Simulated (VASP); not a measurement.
Wanted: the native input for a VASP 6.6.1 run.

* Task: single point
* Functional: LDA
* Potentials or basis: VASP PAW LDA potentials, release 64 (Zn, Ag)
* Cutoff: 500 eV
* k mesh: 10 × 10 × 10
* Occupations: fermi-dirac, width 0.1 eV
* Spin: no spin polarisation
* Dipole correction: no
* Further INCAR settings: ALGO = Normal; EDIFF = 1e-06; NBANDS = 18

The structure of ZnAg lies in POSCAR:

```
ZnAg
1.0
    2.8926622898      0.0000000000      0.0000000000
    0.0000000000      2.8926622898      0.0000000000
    0.0000000000      0.0000000000      2.8926622898
Zn Ag
1 1
Direct
    0.5000000000      0.5000000000      0.5000000000
    0.0000000000      0.0000000000      0.0000000000
```

One way to write it, as run:

INCAR

```
SYSTEM = ZnAg
PREC = Accurate
ENCUT = 500
EDIFF = 1E-6
ISMEAR = -1
SIGMA = 0.1
LREAL = .False.
LASPH = .True.
NELM = 120
ALGO = Normal
ISIF = 2
LWAVE = .False.
LCHARG = .False.
NBANDS = 18
GGA_COMPAT = .False.
```

KPOINTS

```
Automatic mesh
0
Gamma
  10 10 10
  0 0 0
```

Potentials or basis: VASP PAW LDA potentials, release 64 (Zn, Ag).

Run with:

```bash
$ cat potpaw_LDA.64/Zn/POTCAR potpaw_LDA.64/Ag/POTCAR > POTCAR
$ mpirun -np 1 vasp_std > vasp.out
```

It gave:

```json
{
  "Pressure": "41.1 GPa",
  "Band gap on the k mesh": "zero (an odd number of electrons rules out a gap without spin polarisation)"
}
```

Caveat: the cell stands under pressure.

Wall time 25 s on 1 thread of Intel(R) Xeon(R) Platinum 8259CL CPU @ 2.50GHz (Skylake/Cascade Lake) (shared host), peak memory 0.14 GiB.
